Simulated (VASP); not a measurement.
A run of VASP 6.6.1 is set up as follows.

INCAR

```
SYSTEM = MgO
ALGO = Normal
EDIFF = 1E-6
ENCUT = 840
GGA = PE
GGA_COMPAT = .FALSE.
ISIF = 2
ISMEAR = 0
LASPH = .TRUE.
LCHARG = .TRUE.
LELF = .TRUE.
LREAL = .FALSE.
LVHAR = .TRUE.
LWAVE = .FALSE.
NBANDS = 15
NELM = 120
PREC = Accurate
SIGMA = 0.02
```

File KPOINTS:

```
k-points
0
G
  8 8 8
  0 0 0
```

The input POSCAR:

```
MgO
1.0
    0.0000000000      2.1295850000      2.1085000000
    2.1295850000      0.0000000000      2.1085000000
    2.1295850000      2.1295850000      0.0000000000
Mg O
1 1
Direct
    0.0000000000      0.0000000000      0.0000000000
    0.5000000000      0.5000000000      0.5000000000
```

Potentials or basis: VASP PAW PBE potentials, release 64 (Mg_sv, O).

The run is started by

```console
$ cat potpaw_PBE.64/Mg_sv/POTCAR potpaw_PBE.64/O/POTCAR > POTCAR
$ mpirun -np 1 vasp_std > vasp.out
```

(1) What does it give for the band gap on the k mesh?

(2) Estimate the pressure.

Answers

(1) 4.51 eV.

(2) 1.0 GPa.
